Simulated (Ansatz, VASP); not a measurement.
## One calculation of Ag, two programs

```
Ag
1.0
    -1.58943    1.58943    1.65565
     1.58943   -1.58943    1.65565
     1.58943    1.58943   -1.65565
Ag
1
Cartesian
  0.0000 0.0000 0.0000
```

Change from the starting cell: strain -0.040 along x and y, +0.000 along z, atoms carried along.

Alike in both runs: task single point; functional PBEsol; k mesh 20 × 20 × 20; occupations gaussian, width 0.15 eV; no spin polarisation.

|  | VASP | Ansatz |
| --- | --- | --- |
| version | VASP 6.6.1 | Ansatz 0.2.0 |
| potentials or method | VASP PAW PBE potentials, release 64 (Ag), cutoff 520 eV | scalar-relativistic, plane waves, PAW |
| valence electrons in the cell | 11 | 19 |

VASP gave:

```
gap on the k mesh at the Fermi level (eV)                     : none
pressure (GPa)                                                : 0.2
traceless stress, the component that is largest in VASP (GPa) : 0.57
```

**Question.** Which values does Ansatz return?

**Answer.** gap on the k mesh at the Fermi level (eV): none; pressure (GPa): 0.3; traceless stress, the component that is largest in VASP (GPa): 0.57.

VASP's potentials were made for PBE, not for PBEsol. A gap of «none» marks a metal or a gap that the smearing closes. The functional is the same, so the differences come from potentials, cutoffs and numerics. VASP's potentials hold 11 valence electrons a cell and Ansatz's 19, so a difference there can come from the potentials and not from the codes.
